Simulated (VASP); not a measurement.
# Sb (I4/mmm) in VASP: settings compared

The runs below take Sb through relaxation of cell and atoms, single point, with PBEsol, PBE, LDA.

Program: VASP 6.6.1. These are calculated values, not measurements. Logs are shortened: lines on timing, memory, paths and dates and some standing lists are left out, and cuts for length are marked.

## Step 1: The cell of the first run

Symmetry: I4/mmm, No. 139, tetragonal system. The conventional cell has a = 3.153 Å, b = 3.153 Å, c = 5.424 Å, α = 90.00°, β = 90.00°, γ = 90.00°. Within 4.1 Å of Sb (site symmetry 4/mmm) lie 12 Sb at 3.15 to 3.51 Å.

## Step 2: Relaxation of cell and atoms, PBEsol

File INCAR:

```
PREC = Accurate
ENCUT = 600
EDIFF = 1E-6
ISMEAR = -1
SIGMA = 0.05
LREAL = False
LASPH = True
NELM = 100
ALGO = Normal
ISIF = 3
LWAVE = False
LCHARG = False
GGA = PS
IBRION = 2
NSW = 60
EDIFFG = -0.01
```

File KPOINTS:

```
Automatic mesh
0
Gamma
  12 12 12
```

File POSCAR:

```
Sb
1.0
   -1.5765401831      1.5765401831      2.7119384313
    1.5765401831     -1.5765401831      2.7119384313
    1.5765401831      1.5765401831     -2.7119384313
Sb
1
Direct
    0.0000000000      0.0000000000      0.0000000000
```

Potentials or basis: VASP PAW PBE potentials, release 64 (Sb).

The run is started by

```sh
cat potpaw_PBE.64/Sb/POTCAR > POTCAR
mpirun -np 1 vasp_std > vasp.out
```

OUTCAR:

```text
PREC = Accurate
   ENCUT = 600
   EDIFF = 1E-6
   ISMEAR = -1
   LREAL = False
   LASPH = True
   NELM = 100
   ISIF = 3
   GGA = PS
   IBRION = 2
   NSW = 60
   EDIFFG = -0.01

 ion  position               nearest neighbor table
   1  0.000  0.000  0.000-

  LATTYP: Found a body centered tetragonal cell.
 ALAT       =     3.1530803662
 C/A-ratio  =     1.7201835135

  Lattice vectors:

 A1 = (  -1.5765401831,   1.5765401831,   2.7119384313)
 A2 = (   1.5765401831,  -1.5765401831,   2.7119384313)
 A3 = (   1.5765401831,   1.5765401831,  -2.7119384313)

Analysis of symmetry for initial positions (statically):
=====================================================================
 Subroutine PRICEL returns:
 Original cell was already a primitive cell.

 Routine SETGRP: Setting up the symmetry group for a
 body centered tetragonal supercell.

 Subroutine GETGRP returns: Found 16 space group operations
 (whereof 16 operations were pure point group operations)
 out of a pool of 16 trial point group operations.

The static configuration has the point symmetry D_4h.

Analysis of symmetry for dynamics (positions and initial velocities):
=====================================================================
 Subroutine PRICEL returns:
 Original cell was already a primitive cell.

 Routine SETGRP: Setting up the symmetry group for a
 body centered tetragonal supercell.

 Subroutine GETGRP returns: Found 16 space group operations
 (whereof 16 operations were pure point group operations)
 out of a pool of 16 trial point group operations.

The dynamic configuration has the point symmetry D_4h.

 Subroutine INISYM returns: Found 16 space group operations
 (whereof 16 operations are pure point group operations),
 and found     1 'primitive' translations

----------------------------------------------------------------------------------------

                                     Primitive cell

  volume of cell :      26.9619

  direct lattice vectors                    reciprocal lattice vectors
    -1.576540183  1.576540183  2.711938431     0.000000000  0.317150178  0.184369967
     1.576540183 -1.576540183  2.711938431     0.317150178  0.000000000  0.184369967
     1.576540183  1.576540183 -2.711938431     0.317150178  0.317150178  0.000000000

  length of vectors
     3.510778824  3.510778824  3.510778824     0.366846726  0.366846726  0.448518083

  position of ions in fractional coordinates (direct lattice)
     0.000000000  0.000000000  0.000000000

  ion indices of the primitive-cell ions
   primitive index   ion index
                 1           1

----------------------------------------------------------------------------------------

 KPOINTS: Automatic mesh

Automatic generation of k-mesh.
 Grid dimensions read from file:
 generate k-points for:   12   12   12

 Generating k-lattice:

  Cartesian coordinates                     Fractional coordinates (reciprocal lattice)
     0.000000000  0.026429182  0.015364164     0.083333333 -0.000000000  0.000000000
     0.026429182  0.000000000  0.015364164    -0.000000000  0.083333333  0.000000000
     0.026429182  0.026429182  0.000000000     0.000000000  0.000000000  0.083333333

  Length of vectors
     0.030570561  0.030570561  0.037376507

  Shift w.r.t. Gamma in fractional coordinates (k-lattice)
     0.000000000  0.000000000  0.000000000

 Subroutine IBZKPT returns following result:
 ===========================================

 Found    163 irreducible k-points:

 Following reciprocal coordinates:
            Coordinates               Weight
  0.000000  0.000000  0.000000      1.000000
  0.083333  0.000000 -0.000000      8.000000
  0.166667  0.000000 -0.000000      8.000000
  0.250000 -0.000000  0.000000      8.000000
  0.333333  0.000000 -0.000000      8.000000
  0.416667  0.000000 -0.000000      8.000000
[... 16 lines left out ...]
  0.500000  0.166667  0.000000     16.000000
 -0.416667  0.166667  0.000000     16.000000
 [... further k-points ...]
   k-points           NKPTS =    163   k-points in BZ     NKDIM =    163   number of bands    NBANDS=      6
   number of dos      NEDOS =    301   number of ions     NIONS =      1
   total plane-waves  NPLWV =  21952
   dimension x,y,z NGX =    28 NGY =   28 NGZ =   28
   dimension x,y,z NGXF=    56 NGYF=   56 NGZF=   56
   ions per type =               1
   NGX,Y,Z   is equivalent  to a cutoff of  13.26, 13.26, 13.26 a.u.
   NGXF,Y,Z  is equivalent  to a cutoff of  26.52, 26.52, 26.52 a.u.
 SYSTEM =  unknown system
   PREC   = accura    normal or accurate (medium, high low for compatibility)
   ISTART =      0    job   : 0-new  1-cont  2-samecut
   ICHARG =      2    charge: 1-file 2-atom 10-const
   ISPIN  =      1    spin polarized calculation?
   LNONCOLLINEAR =      F non collinear calculations
   LSORBIT =      F    spin-orbit coupling
   LASPH  =      T    aspherical Exc in radial PAW
   ENCUT  =  600.0 eV  44.10 Ry    6.64 a.u.   7.01  7.01  7.01*2*pi/ulx,y,z
   NELM   =    100;   NELMIN=  2; NELMDL= -5     # of ELM steps
   EDIFF  = 0.1E-05   stopping-criterion for ELM
   LREAL  =      F    real-space projection
   EDIFFG = -.1E-01   stopping-criterion for IOM
   NSW    =     60    number of steps for IOM
   IBRION =      2    ionic relax: 0-MD 1-quasi-New 2-CG
   NFREE  =      1    steps in history (QN), initial steepest desc. (CG)
   ISIF   =      3    stress and relaxation
   ISYM   =      2    0-nonsym 1-usesym 2-fastsym
   POTIM  = 0.5000    time-step for ionic-motion
   TEBEG  =    0.0;   TEEND  =   0.0 temperature during run
   PSTRESS=    0.0 pullay stress
   NELECT =       5.0000    total number of electrons
   NUPDOWN=      -1.0000    fix difference up-down
   EMIN   =  10.00;   EMAX   =-10.00  energy-range for DOS
   EFERMI =   0.00;   METHOD = LEGACY
   ISMEAR =    -1;   SIGMA  =   0.05  broadening in eV -4-tet -1-fermi 0-gaus
   EFERMI_NEDOS =   21; number of points for ismear=-14 and -15
   IALGO  =     38    algorithm
   IMIX   =      4    mixing-type and parameters
     AMIX     =   0.40;   BMIX     =  1.00
     AMIX_MAG =   1.60;   BMIX_MAG =  1.00
  volume/ion in A,a.u.               =      26.96       181.95
  Fermi-wavevector in a.u.,A,eV,Ry     =   0.933573  1.764197 11.858269  0.871558
  Thomas-Fermi vector in A             =   2.060288
   LORBIT       =      0    0 simple, 1 ext, 2 COOP (PROOUT), +10 PAW based schemes
   GGA     = PS    functional components
   LHFCALC =     F    Hartree Fock is set to
   AEXX    =    0.0000 exact exchange contribution
   IVDW    =     0    specifies the selected vdW correction
   LEPSILON=     F    determine dielectric tensor
   LRPA    =     F    only Hartree local field effects (RPA)
 conjugate gradient relaxation of ions
 non-spin polarized calculation
  energy-cutoff  :      600.00
  volume of cell :       26.96
 maximum number of plane-waves:       922
   NGX = 15   NGY = 15   NGZ = 15

--------------------------------------- Ionic step        1  -------------------------------------------

 number of electron       5.0000000 magnetization

 Free energy of the ion-electron system (eV)
  ---------------------------------------------------
  ext. energy  EPLUGINS =         0.00000000
  ---------------------------------------------------
  free energy    TOTEN  =        -4.31520554 eV

  energy without entropy =       -4.30968780  energy(sigma->0) =       -4.31244667

------------------------ aborting loop because EDIFF is reached ----------------------------------------

  FORCE on cell =-STRESS in cart. coord.  units (eV):
  Direction    XX          YY          ZZ          XY          YZ          ZX
  --------------------------------------------------------------------------------------
  -------------------------------------------------------------------------------------
  Total       -0.1772251     -0.1772251     -0.2843548      0.0000000      0.0000000      0.0000000
  in kB      -10.5313957    -10.5313957    -16.8974520      0.0000000      0.0000000      0.0000000
  external PRESSURE =     -12.6534145 kB  Pullay stress =       0.0000000 kB
[... 86 lines left out ...]
  FREE ENERGIE OF THE ION-ELECTRON SYSTEM (eV)
  ---------------------------------------------------
  free  energy   TOTEN  =        -4.3176525253 eV

  energy  without entropy=       -4.3121736214  energy(sigma->0) =       -4.31491307

[... ionic steps 4 to 9 ...]

--------------------------------------- Ionic step       10  -------------------------------------------

 number of electron       5.0000000 magnetization

------------------------ aborting loop because EDIFF is reached ----------------------------------------

  FORCE on cell =-STRESS in cart. coord.  units (eV):
  Direction    XX          YY          ZZ          XY          YZ          ZX
  --------------------------------------------------------------------------------------
  -------------------------------------------------------------------------------------
  Total       -0.0016795     -0.0016795      0.0218103     -0.0000000      0.0000000      0.0000000
  in kB       -0.1023318     -0.1023318      1.3288926     -0.0000000      0.0000000      0.0000000
  external PRESSURE =       0.3747430 kB  Pullay stress =       0.0000000 kB
[... 55 lines left out ...]
  energy  without entropy=       -4.3173356109  energy(sigma->0) =       -4.31931663

--------------------------------------- Ionic step       12  -------------------------------------------

 number of electron       5.0000000 magnetization

 Free energy of the ion-electron system (eV)
  ---------------------------------------------------
  ext. energy  EPLUGINS =         0.00000000
  ---------------------------------------------------
  free energy    TOTEN  =        -4.32132020 eV

  energy without entropy =       -4.31728190  energy(sigma->0) =       -4.31930105

 E-fermi :   8.6823     XC(G=0): -10.4278

 val. band max:        8.6587540237   @ k =  -0.2500   0.0833   0.0000
 cond. band min:       8.6840061700   @ k =   0.4167   0.4167   0.0833
 fundamental gap:      0.0252521463
 Fermi energy:         8.6823284985

 k-point     1 :       0.0000    0.0000    0.0000
  band No.  band energies     occupation
      1      -4.4512      2.00000
      2      13.8776      0.00000
      3      14.2269      0.00000
      4      14.2269      0.00000
      5      18.2805      0.00000
      6      19.1655      0.00000

 k-point     2 :       0.0833    0.0000   -0.0000
  band No.  band energies     occupation
      1      -4.3094      2.00000
      2      12.8577      0.00000
      3      13.6533      0.00000
      4      14.1596      0.00000
      5      17.8810      0.00000
      6      18.6882      0.00000
[... 190 lines left out ...]
 k-point    24 :      -0.4167    0.1667    0.0000
  band No.  band energies     occupation
      1      -1.2431      2.00000
      2       5.0712      2.00000
      3      10.2270      0.00000
      4      11.2803      0.00000
      5      15.2539      0.00000
      6      17.7719      0.00000

 [... further k-points ...]
[... 5 lines left out ...]
  --------------------------------------------------------------------------------------
  -------------------------------------------------------------------------------------
  Total        0.0007376      0.0007376      0.0040431      0.0000000      0.0000000      0.0000000
  in kB        0.0449124      0.0449124      0.2461785      0.0000000      0.0000000      0.0000000
  external PRESSURE =       0.1120011 kB  Pullay stress =       0.0000000 kB
[... 16 lines left out ...]
  FREE ENERGIE OF THE ION-ELECTRON SYSTEM (eV)
  ---------------------------------------------------
  free  energy   TOTEN  =        -4.3213201977 eV

  energy  without entropy=       -4.3172819016  energy(sigma->0) =       -4.31930105

 reached required accuracy - stopping structural energy minimisation
```

Wall time 2 min (1 thread of Intel Xeon Platinum 8375C at 2.90GHz (Ice Lake), shared host); peak memory 0.18 GiB.

Results:

* Free energy: -4.3213 eV
* Relaxed volume: 26.31 Å³/atom
* Relaxed cell: a = 3.439 Å, b = 3.439 Å, c = 3.439 Å, α = 124.92°, β = 124.92°, γ = 81.67°
* Space group after relaxing (to 0.05 Å): I4/mmm (No. 139)
* Energy gained by relaxing: 6.1 meV/atom
* Ionic steps: 12
* Pressure after relaxing: 0.0 GPa

Step by step:
```csv
step,energy change (eV),largest force (eV/Å),pressure (GPa),volume (Å³)
1,0.0000,0.0000,-1.27,26.96
2,-0.0020,0.0000,0.77,26.14
3,-0.0024,0.0000,0.12,26.39
4,-0.0034,0.0000,0.14,26.35
5,-0.0056,0.0000,0.30,26.23
6,-0.0005,0.0000,0.80,25.96
7,-0.0059,0.0000,0.36,26.19
8,-0.0059,0.0000,0.41,26.16
9,-0.0053,0.0000,-0.74,26.59
10,-0.0061,0.0000,0.04,26.30
11,-0.0061,0.0000,0.05,26.29
12,-0.0061,0.0000,0.01,26.31
```

Final structure:
```
CELL_PARAMETERS angstrom
-1.59004 1.59004 2.60192
1.59004 -1.59004 2.60192
1.59004 1.59004 -2.60192
ATOMIC_POSITIONS crystal
Sb 0.00000 0.00000 0.00000
```

Levels at points of the mesh, in eV from the Fermi level:
| k point | band 1 | band 2 | band 3 | band 4 | band 5 | band 6 |
| --- | --- | --- | --- | --- | --- | --- |
| (0.00, 0.00, 0.00) | -13.13 | 5.20 | 5.54 | 5.54 | 9.60 | 10.48 |
| (0.50, 0.00, 0.00) | -9.21 | -5.97 | 2.33 | 5.05 | 6.76 | 9.92 |
| (0.50, 0.50, 0.00) | -6.86 | -4.65 | -0.70 | 0.49 | 3.59 | 4.35 |
| (0.50, 0.50, 0.50) | -8.87 | -5.68 | 1.69 | 1.69 | 5.57 | 5.61 |

Caveat: the PAW data sets were made with another functional, which shifts forces and pressure a little; spin-orbit coupling is left out, which moves the levels of the heavy elements.

## Step 3: Single point, PBE, non-collinear spin, zero start, spin-orbit coupling

File INCAR:

```
SYSTEM = Sb
PREC = Accurate
ENCUT = 520
EDIFF = 1E-6
ISMEAR = -1
SIGMA = 0.05
LREAL = .FALSE.
LASPH = .TRUE.
NELM = 150
ALGO = Normal
ISIF = 2
LWAVE = .FALSE.
LCHARG = .FALSE.
MAGMOM = 0 0 0
LORBIT = 11
LSORBIT = .TRUE.
GGA_COMPAT = .FALSE.
LORBMOM = .TRUE.
GGA = PE
NBANDS = 16
```

File KPOINTS:

```
regular mesh
0
G
  9 9 9
  0 0 0
```

POSCAR is that of step 2.

Potentials or basis: VASP PAW PBE potentials, release 64 (Sb).

The run is started by

```sh
cat potpaw_PBE.64/Sb/POTCAR > POTCAR
mpirun -np 1 vasp_ncl > vasp.out
```

It took 58 s on 1 thread of Intel Xeon Platinum 8375C at 2.90GHz (Ice Lake), shared host; peak memory 0.26 GiB.

Results (log left out):

* Free energy: -3.9233 eV
* Pressure: 2.0 GPa
* Net moment: 0.00 μB per cell
* Valence electrons inside the program's atomic spheres: Sb 2.35

Stress tensor (GPa, compression positive):
```
1.79 0.00 0.00
0.00 1.79 0.00
0.00 0.00 2.34
```

Moments on the atoms (μB; x, y, z):
```
Sb  0.00 0.00 0.00
```

(Part 1 of 2 ends here.)
